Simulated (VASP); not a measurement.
# SnO2 (Pnnm) in VASP: further runs

Runs on SnO2. Level: LDA. Tasks: single point.

Everything below comes from runs of VASP 6.6.1. Logs are shortened: lines on timing, memory, paths and dates and some standing lists are left out, and cuts for length are marked.

## 1. The cell of the first run

Symmetry: Pnnm, No. 58, orthorhombic system. Conventional cell: a = 4.765 Å, b = 5.375 Å, c = 3.219 Å, α = 90.00°, β = 90.00°, γ = 90.00°. Within 2.8 Å of Sn (site symmetry 2/m) lie 6 O at 2.10 to 2.25 Å. Within 2.8 Å of O (site symmetry m) lie 3 Sn at 2.10 to 2.25 Å and 1 O at 2.69 Å.

## 2. Single point, LDA (13.74 Å³/atom)

Contents of INCAR:

```
SYSTEM = SnO2
PREC     = Accurate       ! precision mode
ENCUT    = 520            ! plane-wave cutoff, eV
EDIFF    = 1E-6           ! SCF threshold, eV
ISMEAR   = 0              ! smearing method
SIGMA    = 0.05           ! smearing width, eV
LREAL    = .FALSE.        ! projectors in reciprocal space
LASPH    = .TRUE.         ! aspherical terms in the spheres
NELM     = 100            ! most SCF steps
ALGO     = Normal         ! electronic algorithm
ISIF     = 2              ! what is computed and relaxed
LWAVE    = .FALSE.        ! write WAVECAR
LCHARG   = .FALSE.        ! write CHGCAR
NBANDS   = 35             ! bands
```

Contents of KPOINTS:

```
regular mesh
0
G
  6 6 10
  0 0 0
```

Contents of POSCAR:

```
SnO2
1.0
    5.3748257914      0.0000000000      0.0000000000
    0.0000000000      4.7645772401      0.0000000000
    0.0000000000      0.0000000000      3.2185064538
Sn O
2 4
Direct
    0.5000000000      0.5000000000      0.5000000000
    0.0000000000      0.0000000000      0.0000000000
    0.3190802253      0.3051692140      0.0000000000
    0.8190802253      0.1948307860      0.5000000000
    0.1809197747      0.8051692140      0.5000000000
    0.6809197747      0.6948307860      0.0000000000
```

Potentials or basis: VASP PAW LDA potentials, release 64 (Sn_d, O).

Run with:

```sh
$ cat potpaw_LDA.64/Sn_d/POTCAR potpaw_LDA.64/O/POTCAR > POTCAR
$ mpirun -np 1 vasp_std > vasp.out
```

OUTCAR:

```text
SYSTEM = SnO2
   PREC = Accurate
   ENCUT = 520
   EDIFF = 1E-6
   ISMEAR = 0
   LREAL = .FALSE.
   LASPH = .TRUE.
   NELM = 100
   ISIF = 2

 ion  position               nearest neighbor table
   1  0.500  0.500  0.500-   3 2.10   6 2.10   3 2.10   6 2.10   5 2.25   4 2.25
   2  0.000  0.000  0.000-   4 2.10   5 2.10   4 2.10   5 2.10   3 2.25   6 2.25
   3  0.319  0.305  0.000-   1 2.10   1 2.10   2 2.25
   4  0.819  0.195  0.500-   2 2.10   2 2.10   1 2.25
   5  0.181  0.805  0.500-   2 2.10   2 2.10   1 2.25
   6  0.681  0.695  0.000-   1 2.10   1 2.10   2 2.25

  LATTYP: Found a simple orthorhombic cell.
 ALAT       =     3.2185064538
 B/A-ratio  =     1.4803690185
 C/A-ratio  =     1.6699751480

  Lattice vectors:

 A1 = (   0.0000000000,   0.0000000000,  -3.2185064538)
 A2 = (   0.0000000000,   4.7645772401,   0.0000000000)
 A3 = (   5.3748257914,   0.0000000000,   0.0000000000)

Analysis of symmetry for initial positions (statically):
=====================================================================
 Subroutine PRICEL returns:
 Original cell was already a primitive cell.

 Routine SETGRP: Setting up the symmetry group for a
 simple orthorhombic supercell.

 Subroutine GETGRP returns: Found  8 space group operations
 (whereof  4 operations were pure point group operations)
 out of a pool of  8 trial point group operations.

The static configuration has the point symmetry C_2h.
 The point group associated with its full space group is D_2h.

Analysis of symmetry for dynamics (positions and initial velocities):
=====================================================================
 Subroutine PRICEL returns:
 Original cell was already a primitive cell.

 Routine SETGRP: Setting up the symmetry group for a
 simple orthorhombic supercell.

 Subroutine GETGRP returns: Found  8 space group operations
 (whereof  4 operations were pure point group operations)
 out of a pool of  8 trial point group operations.

The dynamic configuration has the point symmetry C_2h.
 The point group associated with its full space group is D_2h.

 Subroutine INISYM returns: Found  8 space group operations
 (whereof  4 operations are pure point group operations),
 and found     1 'primitive' translations

----------------------------------------------------------------------------------------

                                     Primitive cell

  volume of cell :      82.4220

  direct lattice vectors                    reciprocal lattice vectors
     5.374825791  0.000000000  0.000000000     0.186052542  0.000000000  0.000000000
     0.000000000  4.764577240  0.000000000     0.000000000  0.209882210  0.000000000
     0.000000000  0.000000000  3.218506454     0.000000000  0.000000000  0.310703121

  length of vectors
     5.374825791  4.764577240  3.218506454     0.186052542  0.209882210  0.310703121

  position of ions in fractional coordinates (direct lattice)
     0.500000000  0.500000000  0.500000000
     0.000000000  0.000000000  0.000000000
     0.319080225  0.305169214  0.000000000
     0.819080225  0.194830786  0.500000000
     0.180919775  0.805169214  0.500000000
     0.680919775  0.694830786  0.000000000

  ion indices of the primitive-cell ions
   primitive index   ion index
                 1           1
                 2           2
                 3           3
                 4           4
                 5           5
                 6           6

----------------------------------------------------------------------------------------

 KPOINTS: regular mesh

Automatic generation of k-mesh.
 Grid dimensions read from file:
 generate k-points for:    6    6   10

 Generating k-lattice:

  Cartesian coordinates                     Fractional coordinates (reciprocal lattice)
     0.031008757  0.000000000  0.000000000     0.166666667  0.000000000  0.000000000
     0.000000000  0.034980368  0.000000000     0.000000000  0.166666667  0.000000000
     0.000000000  0.000000000  0.031070312     0.000000000  0.000000000  0.100000000

  Length of vectors
     0.031008757  0.034980368  0.031070312

  Shift w.r.t. Gamma in fractional coordinates (k-lattice)
     0.000000000  0.000000000  0.000000000

 Subroutine IBZKPT returns following result:
 ===========================================

 Found     96 irreducible k-points:

 Following reciprocal coordinates:
            Coordinates               Weight
  0.000000  0.000000  0.000000      1.000000
  0.166667  0.000000  0.000000      2.000000
  0.333333  0.000000  0.000000      2.000000
  0.500000  0.000000  0.000000      1.000000
  0.000000  0.166667  0.000000      2.000000
  0.166667  0.166667  0.000000      4.000000
[... 16 lines left out ...]
  0.333333  0.166667  0.100000      8.000000
  0.500000  0.166667  0.100000      4.000000
 [... further k-points ...]
   k-points           NKPTS =     96   k-points in BZ     NKDIM =     96   number of bands    NBANDS=     35
   number of dos      NEDOS =    301   number of ions     NIONS =      6
   total plane-waves  NPLWV =  34560
   dimension x,y,z NGX =    40 NGY =   36 NGZ =   24
   dimension x,y,z NGXF=    80 NGYF=   72 NGZF=   48
   ions per type =               2   4
   NGX,Y,Z   is equivalent  to a cutoff of  12.37, 12.56, 12.40 a.u.
   NGXF,Y,Z  is equivalent  to a cutoff of  24.74, 25.12, 24.79 a.u.
 SYSTEM =  SnO2
   PREC   = accura    normal or accurate (medium, high low for compatibility)
   ISTART =      0    job   : 0-new  1-cont  2-samecut
   ICHARG =      2    charge: 1-file 2-atom 10-const
   ISPIN  =      1    spin polarized calculation?
   LNONCOLLINEAR =      F non collinear calculations
   LSORBIT =      F    spin-orbit coupling
   LASPH  =      T    aspherical Exc in radial PAW
   ENCUT  =  520.0 eV  38.22 Ry    6.18 a.u.   9.99  8.86  5.98*2*pi/ulx,y,z
   NELM   =    100;   NELMIN=  2; NELMDL= -5     # of ELM steps
   EDIFF  = 0.1E-05   stopping-criterion for ELM
   LREAL  =      F    real-space projection
   EDIFFG = 0.1E-04   stopping-criterion for IOM
   NSW    =      0    number of steps for IOM
   IBRION =     -1    ionic relax: 0-MD 1-quasi-New 2-CG
   NFREE  =      0    steps in history (QN), initial steepest desc. (CG)
   ISIF   =      2    stress and relaxation
   ISYM   =      2    0-nonsym 1-usesym 2-fastsym
   POTIM  = 0.5000    time-step for ionic-motion
   TEBEG  =    0.0;   TEEND  =   0.0 temperature during run
   PSTRESS=    0.0 pullay stress
   NELECT =      52.0000    total number of electrons
   NUPDOWN=      -1.0000    fix difference up-down
   EMIN   =  10.00;   EMAX   =-10.00  energy-range for DOS
   EFERMI =   0.00;   METHOD = LEGACY
   ISMEAR =     0;   SIGMA  =   0.05  broadening in eV -4-tet -1-fermi 0-gaus
   EFERMI_NEDOS =   21; number of points for ismear=-14 and -15
   IALGO  =     38    algorithm
   IMIX   =      4    mixing-type and parameters
     AMIX     =   0.40;   BMIX     =  1.00
     AMIX_MAG =   1.60;   BMIX_MAG =  1.00
  volume/ion in A,a.u.               =      13.74        92.70
  Fermi-wavevector in a.u.,A,eV,Ry     =   1.404090  2.653345 26.823454  1.971468
  Thomas-Fermi vector in A             =   2.526686
   LORBIT       =      0    0 simple, 1 ext, 2 COOP (PROOUT), +10 PAW based schemes
   GGA     = CA    functional components
   LHFCALC =     F    Hartree Fock is set to
   AEXX    =    0.0000 exact exchange contribution
   IVDW    =     0    specifies the selected vdW correction
   LEPSILON=     F    determine dielectric tensor
   LRPA    =     F    only Hartree local field effects (RPA)
 non-spin polarized calculation
 Gauss-broadening in eV      SIGMA  =   0.05
  energy-cutoff  :      520.00
  volume of cell :       82.42
 maximum number of plane-waves:      2244
 NGX is ok and might be reduce to    40
   NGX = 19   NGY = 17   NGZ = 11

 number of electron      52.0000024 magnetization

 Free energy of the ion-electron system (eV)
  ---------------------------------------------------
  ext. energy  EPLUGINS =         0.00000000
  ---------------------------------------------------
  free energy    TOTEN  =       -41.36699242 eV

  energy without entropy =      -41.36699239  energy(sigma->0) =      -41.36699241

 E-fermi :   4.2785     XC(G=0): -11.0465

 val. band max:        4.1277606189   @ k =   0.0000   0.0000   0.1000
 cond. band min:       4.4232192437   @ k =   0.0000   0.0000   0.0000
 fundamental gap:      0.2954586248
 Fermi energy:         4.2784797625

 k-point     1 :       0.0000    0.0000    0.0000
  band No.  band energies     occupation
      1     -16.6057      2.00000
      2     -16.2349      2.00000
      3     -15.9537      2.00000
      4     -15.9416      2.00000
      5     -15.9413      2.00000
      6     -15.8818      2.00000
[... 27 lines left out ...]
     34      14.3088      0.00000
     35      15.1599      0.00000

 k-point     2 :       0.1667    0.0000    0.0000
  band No.  band energies     occupation
      1     -16.5818      2.00000
      2     -16.2581      2.00000
      3     -15.9512      2.00000
      4     -15.9408      2.00000
      5     -15.9405      2.00000
      6     -15.8789      2.00000
[... 27 lines left out ...]
     34      14.5005      0.00000
     35      15.2487      0.00000

 k-point     3 :       0.3333    0.0000    0.0000
  band No.  band energies     occupation
      1     -16.5151      2.00000
      2     -16.3255      2.00000
      3     -15.9433      2.00000
      4     -15.9392      2.00000
      5     -15.9390      2.00000
      6     -15.9048      2.00000
[... 27 lines left out ...]
     34      15.0372      0.00000
     35      15.4281      0.00000

 k-point     4 :       0.5000    0.0000    0.0000
  band No.  band energies     occupation
      1     -16.4209      2.00000
      2     -16.4209      2.00000
      3     -15.9383      2.00000
      4     -15.9383      2.00000
      5     -15.9284      2.00000
      6     -15.9284      2.00000
[... 27 lines left out ...]
     34      15.3296      0.00000
     35      15.8151      0.00000

 k-point     5 :       0.0000    0.1667    0.0000
  band No.  band energies     occupation
      1     -16.5830      2.00000
      2     -16.2592      2.00000
      3     -15.9517      2.00000
      4     -15.9409      2.00000
      5     -15.9406      2.00000
      6     -15.8792      2.00000
[... 638 lines left out ...]
 k-point    22 :       0.1667    0.1667    0.1000
  band No.  band energies     occupation
      1     -16.5219      2.00000
      2     -16.2404      2.00000
      3     -16.0141      2.00000
      4     -16.0119      2.00000
      5     -15.9340      2.00000
      6     -15.8807      2.00000
[... 27 lines left out ...]
     34      15.1501      0.00000
     35      15.4624      0.00000

 k-point    23 :       0.3333    0.1667    0.1000
  band No.  band energies     occupation
      1     -16.4678      2.00000
      2     -16.3048      2.00000
      3     -16.0145      2.00000
      4     -16.0125      2.00000
      5     -15.9257      2.00000
      6     -15.8950      2.00000
[... 27 lines left out ...]
     34      15.3113      0.00000
     35      15.6419      0.00000

 k-point    24 :       0.5000    0.1667    0.1000
  band No.  band energies     occupation
      1     -16.3890      2.00000
      2     -16.3890      2.00000
      3     -16.0138      2.00000
      4     -16.0138      2.00000
      5     -15.9117      2.00000
      6     -15.9117      2.00000
[... 27 lines left out ...]
     34      15.1646      0.00000
     35      15.8351      0.00000

 [... further k-points ...]
[... 5 lines left out ...]
  --------------------------------------------------------------------------------------
  -------------------------------------------------------------------------------------
  Total      -12.1350861     -7.1726392     -8.4754110      0.0000000      0.0000000      0.0000000
  in kB     -235.8904160   -139.4268508   -164.7510543      0.0000000      0.0000000      0.0000000
  external PRESSURE =    -180.0227737 kB  Pullay stress =       0.0000000 kB

 VOLUME and BASIS-vectors are now :
 -----------------------------------------------------------------------------
  energy-cutoff  :      520.00
  volume of cell :       82.42
      direct lattice vectors                 reciprocal lattice vectors
     5.374825791  0.000000000  0.000000000     0.186052542  0.000000000  0.000000000
     0.000000000  4.764577240  0.000000000     0.000000000  0.209882210  0.000000000
     0.000000000  0.000000000  3.218506454     0.000000000  0.000000000  0.310703121

 POSITION                                       TOTAL-FORCE (eV/Angst)
 -----------------------------------------------------------------------------------
      2.68741      2.38229      1.60925         0.000000      0.000000      0.000000
      0.00000      0.00000      0.00000         0.000000      0.000000      0.000000
      1.71500      1.45400      0.00000        -0.042778     -0.041753     -0.000000
      4.40241      0.92829      1.60925        -0.042778      0.041753      0.000000
      0.97241      3.83629      1.60925         0.042778     -0.041753     -0.000000
      3.65983      3.31057      0.00000         0.042778      0.041753      0.000000
 -----------------------------------------------------------------------------------
    total drift:                               -0.000000      0.000000     -0.000000

  FREE ENERGIE OF THE ION-ELECTRON SYSTEM (eV)
  ---------------------------------------------------
  free  energy   TOTEN  =       -41.3669924235 eV

  energy  without entropy=      -41.3669923868  energy(sigma->0) =      -41.36699241
```

It took 4.8 min on 1 thread of Intel Xeon Platinum 8488C (Sapphire Rapids), shared host; peak memory 0.3 GiB.

What came out:

```yaml
Free_energy: -41.3670 eV
Pressure: -18.0 GPa
Largest_force: 0.060 eV/Å
Band_gap_on_the_k_mesh: 0.30 eV (least direct gap 0.34 eV)
```

Forces in eV/Å, atoms in the order of the input:
```
Sn   0.000  0.000  0.000
Sn   0.000  0.000  0.000
O   -0.043 -0.042  0.000
O   -0.043  0.042  0.000
O    0.043 -0.042  0.000
O    0.043  0.042  0.000
```

Caveat: the stress differs along the axes, from -24 to -14 GPa; semilocal functionals underestimate gaps, and a narrow one can read as zero; spin-orbit coupling is left out, which moves the levels of the heavy elements.

## 3. Single point, LDA (13.74 Å³/atom)

Contents of INCAR:

```
SYSTEM = SnO2
  PREC = Accurate
  ENCUT = 520
  EDIFF = 1E-7
  ISMEAR = 0
  SIGMA = 0.05
  LREAL = .False.
  LASPH = .True.
  NELM = 80
  ALGO = Normal
  ISIF = 2
  LWAVE = .False.
  LCHARG = .True.
  GGA = CA
  LELF = .True.
  LVHAR = .True.
  NBANDS = 35
```

Contents of KPOINTS:

```
regular mesh
0
Gamma
  6 6 10
  0 0 0
```

Contents of POSCAR:

```
SnO2
1.0
    4.5764300344      0.0000000000      0.0000000000
    0.0000000000      5.1634877913      0.0000000000
    0.0000000000      0.0000000000      3.4879734220
Sn O
2 4
Direct
    0.5000000000      0.5000000000      0.5000000000
    0.0000000000      0.0000000000      0.0000000000
    0.3070482715      0.3109274150      0.0000000000
    0.8070482715      0.1890725850      0.5000000000
    0.1929517285      0.8109274150      0.5000000000
    0.6929517285      0.6890725850      0.0000000000
```

Potentials or basis: VASP PAW LDA potentials, release 64 (Sn_d, O).

Run with:

```sh
$ cat potpaw_LDA.64/Sn_d/POTCAR potpaw_LDA.64/O/POTCAR > POTCAR
$ mpirun -np 1 vasp_std > vasp.out
```

It took 5.5 min on 1 thread of Intel Xeon Platinum 8488C (Sapphire Rapids), shared host; peak memory 0.32 GiB.

Results (log left out):

| Quantity | Value |
| --- | --- |
| Free energy | -41.1080 eV |
| Pressure | -22.7 GPa |
| Largest force | 0.005 eV/Å |
| Band gap on the k mesh | 0.10 eV (least direct gap 0.36 eV) |

Forces in eV/Å, atoms in the order of the input:
```
Sn   0.000  0.000  0.000
Sn   0.000  0.000  0.000
O   -0.004 -0.003  0.000
O   -0.004  0.003  0.000
O    0.004 -0.003  0.000
O    0.004  0.003  0.000
```

Stress tensor (GPa, compression positive):
```
-13.58   0.00   0.00
  0.00 -22.87   0.00
  0.00   0.00 -31.78
```

Levels at points of the mesh, in eV from the valence-band top:
| k point | band 23 | band 24 | band 25 | band 26 | band 27 | band 28 | band 29 | band 30 |
| --- | --- | --- | --- | --- | --- | --- | --- | --- |
| (0.00, 0.00, 0.00) | -1.12 | -0.77 | -0.54 | -0.30 | 0.10 | 4.19 | 4.92 | 5.32 |
| (0.50, 0.00, 0.00) | -1.30 | -1.30 | -0.60 | -0.60 | 2.96 | 2.96 | 5.69 | 5.69 |
| (0.00, 0.50, 0.00) | -1.15 | -1.15 | -0.28 | -0.28 | 2.86 | 2.86 | 5.73 | 5.73 |
| (0.50, 0.50, 0.00) | -1.40 | -1.40 | -0.57 | -0.57 | 3.05 | 3.05 | 6.05 | 6.05 |
| (0.00, 0.00, 0.50) | -1.28 | -1.28 | -0.95 | -0.95 | 4.41 | 4.41 | 8.60 | 8.60 |
| (0.50, 0.00, 0.50) | -0.53 | -0.53 | -0.50 | -0.50 | 4.73 | 4.73 | 6.86 | 6.86 |
| (0.00, 0.50, 0.50) | -0.94 | -0.94 | -0.68 | -0.68 | 4.69 | 4.69 | 6.94 | 6.94 |
| (0.50, 0.50, 0.50) | -0.69 | -0.69 | -0.50 | -0.50 | 3.47 | 3.47 | 7.50 | 7.50 |

Caveat: the stress differs along the axes, from -32 to -14 GPa; semilocal functionals underestimate gaps, and a narrow one can read as zero; spin-orbit coupling is left out, which moves the levels of the heavy elements.
